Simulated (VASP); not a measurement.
# FeSi (P2_13) in VASP: single point with PBE

Aim: the single point of FeSi with PBE.

Program: VASP 6.6.1. These are calculated values, not measurements. Logs are shortened: lines on timing, memory, paths and dates and some standing lists are left out, and cuts for length are marked.

## 1. The cell of the first run

It takes space group P2_13 (No. 198, cubic). Conventional cell: a = 4.467 Å, b = 4.467 Å, c = 4.467 Å, α = 90.00°, β = 90.00°, γ = 90.00°. Fe (site symmetry 3) has 7 Si at 2.28 to 2.52 Å and 6 Fe at 2.74 Å within 3.0 Å. Si (site symmetry 3) has 7 Fe at 2.28 to 2.52 Å and 6 Si at 2.77 Å within 3.0 Å.

## 2. Single point, PBE, collinear spin, ferromagnetic start

The input, INCAR:

```
SYSTEM = FeSi
PREC = Accurate
ENCUT = 520
EDIFF = 1E-6
ISMEAR = -1
SIGMA = 0.05
LREAL = .FALSE.
LASPH = .TRUE.
NELM = 150
ALGO = Normal
ISIF = 2
LWAVE = .FALSE.
LCHARG = .TRUE.
ISPIN = 2
MAGMOM = 3 3 3 3 0 0 0 0
LORBIT = 11
LMAXMIX = 4
GGA = PE
LELF = .TRUE.
LVHAR = .TRUE.
NBANDS = 38
```

The input, KPOINTS:

```
regular mesh
0
G
  10 10 10
  0 0 0
```

The input, POSCAR:

```
FeSi
1.0
    4.4670000000      0.0000000000      0.0000000000
    0.0000000000      4.4670000000      0.0000000000
    0.0000000000      0.0000000000      4.4670000000
Fe Si
4 4
Direct
    0.1355075510      0.1355075510      0.1355075510
    0.3644924490      0.8644924490      0.6355075510
    0.6355075510      0.3644924490      0.8644924490
    0.8644924490      0.6355075510      0.3644924490
    0.8407186550      0.8407186550      0.8407186550
    0.6592813450      0.1592813450      0.3407186550
    0.3407186550      0.6592813450      0.1592813450
    0.1592813450      0.3407186550      0.6592813450
```

Potentials or basis: VASP PAW PBE potentials, release 64 (Fe, Si).

Command:

```bash
$ cat potpaw_PBE.64/Fe/POTCAR potpaw_PBE.64/Si/POTCAR > POTCAR
$ mpirun -np 1 vasp_std > vasp.out
```

OUTCAR:

```text
SYSTEM = FeSi
   PREC = Accurate
   ENCUT = 520
   EDIFF = 1E-6
   ISMEAR = -1
   LREAL = .FALSE.
   LASPH = .TRUE.
   NELM = 150
   ISIF = 2
   ISPIN = 2
   LORBIT = 11
   GGA = PE

 ion  position               nearest neighbor table
   1  0.136  0.136  0.136-   5 2.28   6 2.32   7 2.32   8 2.32   7 2.52   8 2.52   6 2.52   3 2.74
                             4 2.74   2 2.74   2 2.74   4 2.74   3 2.74
   2  0.364  0.864  0.636-   6 2.28   5 2.32   7 2.32   8 2.32   7 2.52   8 2.52   5 2.52   1 2.74
                             1 2.74   3 2.74   3 2.74   4 2.74   4 2.74
   3  0.636  0.364  0.864-   7 2.28   6 2.32   5 2.32   8 2.32   8 2.52   6 2.52   5 2.52   1 2.74
                             4 2.74   2 2.74   2 2.74   4 2.74   1 2.74
   4  0.864  0.636  0.364-   8 2.28   6 2.32   7 2.32   5 2.32   6 2.52   5 2.52   7 2.52   1 2.74
                             3 2.74   2 2.74   1 2.74   2 2.74   3 2.74
   5  0.841  0.841  0.841-   1 2.28   2 2.32   3 2.32   4 2.32   3 2.52   4 2.52   2 2.52   6 2.77
                             7 2.77   8 2.77   6 2.77   8 2.77   7 2.77
   6  0.659  0.159  0.341-   2 2.28   1 2.32   3 2.32   4 2.32   3 2.52   4 2.52   1 2.52   8 2.77
                             5 2.77   5 2.77   7 2.77   7 2.77   8 2.77
   7  0.341  0.659  0.159-   3 2.28   2 2.32   1 2.32   4 2.32   4 2.52   2 2.52   1 2.52   8 2.77
                             5 2.77   8 2.77   6 2.77   6 2.77   5 2.77
   8  0.159  0.341  0.659-   4 2.28   2 2.32   3 2.32   1 2.32   2 2.52   1 2.52   3 2.52   7 2.77
                             5 2.77   7 2.77   5 2.77   6 2.77   6 2.77

  LATTYP: Found a simple cubic cell.
 ALAT       =     4.4670000000

  Lattice vectors:

 A1 = (   4.4670000000,   0.0000000000,   0.0000000000)
 A2 = (   0.0000000000,   4.4670000000,   0.0000000000)
 A3 = (   0.0000000000,   0.0000000000,   4.4670000000)

Analysis of symmetry for initial positions (statically):
=====================================================================
 Subroutine PRICEL returns:
 Original cell was already a primitive cell.

 Routine SETGRP: Setting up the symmetry group for a
 simple cubic supercell.

 Subroutine GETGRP returns: Found 12 space group operations
 (whereof  3 operations were pure point group operations)
 out of a pool of 48 trial point group operations.

The static configuration has the point symmetry C_3 .
 The point group associated with its full space group is T   .

Analysis of symmetry for dynamics (positions and initial velocities):
=====================================================================
 Subroutine PRICEL returns:
 Original cell was already a primitive cell.

 Routine SETGRP: Setting up the symmetry group for a
 simple cubic supercell.

 Subroutine GETGRP returns: Found 12 space group operations
 (whereof  3 operations were pure point group operations)
 out of a pool of 48 trial point group operations.

The dynamic configuration has the point symmetry C_3 .
 The point group associated with its full space group is T   .

Analysis of structural, dynamic, and magnetic symmetry:
=====================================================================
 Subroutine PRICEL returns:
 Original cell was already a primitive cell.

 Routine SETGRP: Setting up the symmetry group for a
 simple cubic supercell.

 Subroutine GETGRP returns: Found 12 space group operations
 (whereof  3 operations were pure point group operations)
 out of a pool of 48 trial point group operations.

The overall configuration has the point symmetry C_3 .
 The point group associated with its full space group is T   .

 Subroutine INISYM returns: Found 12 space group operations
 (whereof  3 operations are pure point group operations),
 and found     1 'primitive' translations

----------------------------------------------------------------------------------------

                                     Primitive cell

  volume of cell :      89.1349

  direct lattice vectors                    reciprocal lattice vectors
     4.467000000  0.000000000  0.000000000     0.223863891  0.000000000  0.000000000
     0.000000000  4.467000000  0.000000000     0.000000000  0.223863891  0.000000000
     0.000000000  0.000000000  4.467000000     0.000000000  0.000000000  0.223863891

  length of vectors
     4.467000000  4.467000000  4.467000000     0.223863891  0.223863891  0.223863891

  position of ions in fractional coordinates (direct lattice)
     0.135507551  0.135507551  0.135507551
     0.364492449  0.864492449  0.635507551
     0.635507551  0.364492449  0.864492449
     0.864492449  0.635507551  0.364492449
     0.840718655  0.840718655  0.840718655
     0.659281345  0.159281345  0.340718655
     0.340718655  0.659281345  0.159281345
     0.159281345  0.340718655  0.659281345

  ion indices of the primitive-cell ions
   primitive index   ion index
                 1           1
                 2           2
                 3           3
                 4           4
                 5           5
                 6           6
                 7           7
                 8           8

----------------------------------------------------------------------------------------

 KPOINTS: regular mesh

Automatic generation of k-mesh.
 Grid dimensions read from file:
 generate k-points for:   10   10   10

 Generating k-lattice:

  Cartesian coordinates                     Fractional coordinates (reciprocal lattice)
     0.022386389  0.000000000  0.000000000     0.100000000  0.000000000  0.000000000
     0.000000000  0.022386389  0.000000000     0.000000000  0.100000000  0.000000000
     0.000000000  0.000000000  0.022386389     0.000000000  0.000000000  0.100000000

  Length of vectors
     0.022386389  0.022386389  0.022386389

  Shift w.r.t. Gamma in fractional coordinates (k-lattice)
     0.000000000  0.000000000  0.000000000

 Subroutine IBZKPT returns following result:
 ===========================================

 Found     76 irreducible k-points:

 Following reciprocal coordinates:
            Coordinates               Weight
  0.000000  0.000000  0.000000      1.000000
  0.100000  0.000000  0.000000      6.000000
  0.200000  0.000000  0.000000      6.000000
  0.300000  0.000000  0.000000      6.000000
  0.400000  0.000000  0.000000      6.000000
  0.500000  0.000000  0.000000      3.000000
[... 16 lines left out ...]
  0.300000  0.300000  0.000000     12.000000
  0.400000  0.300000  0.000000     12.000000
 [... further k-points ...]
   k-points           NKPTS =     76   k-points in BZ     NKDIM =     76   number of bands    NBANDS=     38
   number of dos      NEDOS =    301   number of ions     NIONS =      8
   total plane-waves  NPLWV =  46656
   dimension x,y,z NGX =    36 NGY =   36 NGZ =   36
   dimension x,y,z NGXF=    72 NGYF=   72 NGZF=   72
   ions per type =               4   4
   NGX,Y,Z   is equivalent  to a cutoff of  13.40, 13.40, 13.40 a.u.
   NGXF,Y,Z  is equivalent  to a cutoff of  26.80, 26.80, 26.80 a.u.
 SYSTEM =  FeSi
   PREC   = accura    normal or accurate (medium, high low for compatibility)
   ISTART =      0    job   : 0-new  1-cont  2-samecut
   ICHARG =      2    charge: 1-file 2-atom 10-const
   ISPIN  =      2    spin polarized calculation?
   LNONCOLLINEAR =      F non collinear calculations
   LSORBIT =      F    spin-orbit coupling
   LASPH  =      T    aspherical Exc in radial PAW
   ENCUT  =  520.0 eV  38.22 Ry    6.18 a.u.   8.31  8.31  8.31*2*pi/ulx,y,z
   NELM   =    150;   NELMIN=  2; NELMDL= -5     # of ELM steps
   EDIFF  = 0.1E-05   stopping-criterion for ELM
   LREAL  =      F    real-space projection
   EDIFFG = 0.1E-04   stopping-criterion for IOM
   NSW    =      0    number of steps for IOM
   IBRION =     -1    ionic relax: 0-MD 1-quasi-New 2-CG
   NFREE  =      0    steps in history (QN), initial steepest desc. (CG)
   ISIF   =      2    stress and relaxation
   ISYM   =      2    0-nonsym 1-usesym 2-fastsym
   POTIM  = 0.5000    time-step for ionic-motion
   TEBEG  =    0.0;   TEEND  =   0.0 temperature during run
   PSTRESS=    0.0 pullay stress
   NELECT =      48.0000    total number of electrons
   NUPDOWN=      -1.0000    fix difference up-down
   EMIN   =  10.00;   EMAX   =-10.00  energy-range for DOS
   EFERMI =   0.00;   METHOD = LEGACY
   ISMEAR =    -1;   SIGMA  =   0.05  broadening in eV -4-tet -1-fermi 0-gaus
   EFERMI_NEDOS =   21; number of points for ismear=-14 and -15
   IALGO  =     38    algorithm
   IMIX   =      4    mixing-type and parameters
     AMIX     =   0.40;   BMIX     =  1.00
     AMIX_MAG =   1.60;   BMIX_MAG =  1.00
  volume/ion in A,a.u.               =      11.14        75.19
  Fermi-wavevector in a.u.,A,eV,Ry     =   1.331903  2.516932 24.136270  1.773966
  Thomas-Fermi vector in A             =   2.460879
   LORBIT       =     11    0 simple, 1 ext, 2 COOP (PROOUT), +10 PAW based schemes
   GGA     = PE    functional components
   LHFCALC =     F    Hartree Fock is set to
   AEXX    =    0.0000 exact exchange contribution
   IVDW    =     0    specifies the selected vdW correction
   LEPSILON=     F    determine dielectric tensor
   LRPA    =     F    only Hartree local field effects (RPA)
 spin polarized calculation
  energy-cutoff  :      520.00
  volume of cell :       89.13
 maximum number of plane-waves:      2440
 NGX is ok and might be reduce to    36
   NGX = 17   NGY = 17   NGZ = 17

 number of electron      48.0000003 magnetization      -0.0139978

 number of electron      48.0000003 magnetization       0.0000378

 Free energy of the ion-electron system (eV)
  ---------------------------------------------------
  ext. energy  EPLUGINS =         0.00000000
  ---------------------------------------------------
  free energy    TOTEN  =       -58.78468005 eV

  energy without entropy =      -58.74693082  energy(sigma->0) =      -58.76580544

 E-fermi :   9.6398     XC(G=0): -12.7353

 val. band max:        9.5645841016   @ k =   0.3000   0.1000   0.1000
 cond. band min:       9.7219574868   @ k =  -0.2000   0.3000   0.0000
 fundamental gap:      0.1573733852
 Fermi energy:         9.6398042553

 spin component 1

 k-point     1 :       0.0000    0.0000    0.0000
  band No.  band energies     occupation
      1      -3.5819      1.00000
      2       1.7298      1.00000
      3       1.7298      1.00000
      4       1.7298      1.00000
      5       4.5632      1.00000
      6       4.5632      1.00000
[... 28 lines left out ...]
     35      13.8101      0.00000
     36      15.1090      0.00000
[... 866 lines left out ...]
      6       4.5145      1.00000
[... 28 lines left out ...]
     35      14.5248      0.00000
     36      15.7229      0.00000

 [... further k-points ...]

 spin component 2

 k-point     1 :       0.0000    0.0000    0.0000
  band No.  band energies     occupation
      1      -3.5818      1.00000
      2       1.7298      1.00000
      3       1.7298      1.00000
      4       1.7298      1.00000
      5       4.5632      1.00000
      6       4.5632      1.00000
[... 28 lines left out ...]
     35      13.8101      0.00000
     36      15.1090      0.00000
[... 866 lines left out ...]
      6       4.5145      1.00000
[... 28 lines left out ...]
     35      14.5248      0.00000
     36      15.7229      0.00000

 [... further k-points ...]

 [bands above 36 left out]

------------------------ aborting loop because EDIFF is reached ----------------------------------------

  FORCE on cell =-STRESS in cart. coord.  units (eV):
  Direction    XX          YY          ZZ          XY          YZ          ZX
  --------------------------------------------------------------------------------------
  -------------------------------------------------------------------------------------
  Total       -1.4107063     -1.4107063     -1.4107063      0.0000000     -0.0000000     -0.0000000
  in kB      -25.3570845    -25.3570845    -25.3570845      0.0000000     -0.0000000     -0.0000000
  external PRESSURE =     -25.3570845 kB  Pullay stress =       0.0000000 kB

 VOLUME and BASIS-vectors are now :
 -----------------------------------------------------------------------------
  energy-cutoff  :      520.00
  volume of cell :       89.13
      direct lattice vectors                 reciprocal lattice vectors
     4.467000000  0.000000000  0.000000000     0.223863891  0.000000000  0.000000000
     0.000000000  4.467000000  0.000000000     0.000000000  0.223863891  0.000000000
     0.000000000  0.000000000  4.467000000     0.000000000  0.000000000  0.223863891

 POSITION                                       TOTAL-FORCE (eV/Angst)
 -----------------------------------------------------------------------------------
      0.60531      0.60531      0.60531         0.024104      0.024104      0.024104
      1.62819      3.86169      2.83881        -0.024104     -0.024104      0.024104
      2.83881      1.62819      3.86169         0.024104     -0.024104     -0.024104
      3.86169      2.83881      1.62819        -0.024104      0.024104     -0.024104
      3.75549      3.75549      3.75549        -0.004513     -0.004513     -0.004513
      2.94501      0.71151      1.52199         0.004513      0.004513     -0.004513
      1.52199      2.94501      0.71151        -0.004513      0.004513      0.004513
      0.71151      1.52199      2.94501         0.004513     -0.004513      0.004513
 -----------------------------------------------------------------------------------
    total drift:                               -0.000001     -0.000001     -0.000000

  FREE ENERGIE OF THE ION-ELECTRON SYSTEM (eV)
  ---------------------------------------------------
  free  energy   TOTEN  =       -58.7846800514 eV

  energy  without entropy=      -58.7469308192  energy(sigma->0) =      -58.76580544

 total charge

# of ion       s       p       d       tot
------------------------------------------
    1        0.435   0.633   6.555   7.622
    2        0.435   0.633   6.555   7.622
    3        0.435   0.633   6.555   7.622
    4        0.435   0.633   6.555   7.622
    5        0.737   0.891   0.000   1.628
    6        0.737   0.891   0.000   1.628
    7        0.737   0.891   0.000   1.628
    8        0.737   0.891   0.000   1.628
--------------------------------------------------
tot          4.686   6.095  26.219  37.001

 magnetization (x)

# of ion       s       p       d       tot
------------------------------------------
    1       -0.000  -0.000  -0.000  -0.000
    2       -0.000  -0.000  -0.000  -0.000
    3       -0.000  -0.000  -0.000  -0.000
    4       -0.000  -0.000  -0.000  -0.000
    5        0.000   0.000   0.000   0.000
    6        0.000   0.000   0.000   0.000
    7        0.000   0.000   0.000   0.000
    8        0.000   0.000   0.000   0.000
--------------------------------------------------
tot          0.000   0.000  -0.000  -0.000
```

Run time: 5.7 min. Hardware: 1 thread of AMD EPYC 9R45 (Zen 5), shared host; peak memory 0.44 GiB.

What came out:

```
Free energy                                           : -58.7847 eV
Pressure                                              : -2.5 GPa
Largest force                                         : 0.042 eV/Å
Band gap on the k mesh                                : 0.16 eV (least direct gap 0.18 eV)
Net moment                                            : 0.00 μB per cell
Valence electrons inside the program's atomic spheres : Fe 7.62; Si 1.63
```

Forces in eV/Å, atoms in the order of the input:
```
Fe   0.024  0.024  0.024
Fe  -0.024 -0.024  0.024
Fe   0.024 -0.024 -0.024
Fe  -0.024  0.024 -0.024
Si  -0.005 -0.005 -0.005
Si   0.005  0.005 -0.005
Si  -0.005  0.005  0.005
Si   0.005 -0.005  0.005
```

Caveat: the moments typed at the start vanished in this run.
